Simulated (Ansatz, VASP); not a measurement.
# SnTe in VASP and in Ansatz

```
CELL_PARAMETERS angstrom
0.00000 3.11793 3.11793
3.11793 0.00000 3.11793
3.11793 3.11793 0.00000
ATOMIC_POSITIONS crystal
Sn 0.00000 0.00000 0.00000
Te 0.50000 0.50000 0.50000
```

Alike in both runs: task single point; functional LDA; k mesh 10 × 10 × 10; occupations gaussian, width 0.01 eV; no spin polarisation.

|  | VASP | Ansatz |
| --- | --- | --- |
| version | VASP 6.6.1 | Ansatz 0.2.0 |
| potentials or method | VASP PAW LDA potentials, release 64 (Sn_d, Te), cutoff 500 eV | scalar-relativistic, plane waves, PAW |
| valence electrons in the cell | 20 | 30 |

```tsv
	VASP	Ansatz	Ansatz less VASP
gap on the k mesh at the Fermi level (eV)	0.21	0.20	-0.013
least direct gap on the mesh (eV)	0.21	0.20	-0.013
pressure (GPa)	0.0	0.0	-0.05
```

LDA's correlation is that of Perdew and Zunger in VASP and of Perdew and Wang (1992) in Ansatz. VASP's potentials hold 20 valence electrons a cell and Ansatz's 30, so a difference there can come from the potentials and not from the codes.

Neither program's run includes spin-orbit coupling.
